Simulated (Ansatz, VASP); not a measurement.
**Nb3Sn: VASP beside Ansatz**

```xyz
8
Lattice="5.3041 0.0000 0.0000 0.0000 5.3041 0.0000 0.0000 0.0000 5.3041" Properties=species:S:1:pos:R:3 pbc="T T T"
Nb    1.3260    0.0000    2.6520
Nb    2.6520    3.9781    0.0000
Nb    3.9781    0.0000    2.6520
Nb    2.6520    1.3260    0.0000
Nb    0.0000    2.6520    3.9781
Nb    0.0000    2.6520    1.3260
Sn    0.0000    0.0000    0.0000
Sn    2.6520    2.6520    2.6520
```

Alike in both runs: functional r2SCAN; k mesh 8 × 8 × 8; occupations gaussian, width 0.1 eV; no spin polarisation.

Ansatz relaxed the structure, and its values are those at the end. VASP's run is a single point on that final structure, the one shown.

|  | VASP | Ansatz |
| --- | --- | --- |
| version | VASP 6.6.1 | Ansatz 0.2.0 |
| potentials or method | VASP PAW PBE potentials, release 64 (Nb_sv, Sn_d), cutoff 520 eV | scalar-relativistic, plane waves, PAW |
| valence electrons in the cell | 106 | 106 |

```csv
,VASP,Ansatz,Ansatz less VASP
gap on the k mesh at the Fermi level (eV),none,none,-
pressure (GPa),-0.1,0.0,+0.10
```

VASP's potentials were made for PBE, not for r2SCAN. A gap of «none» marks a metal or a gap that the smearing closes.
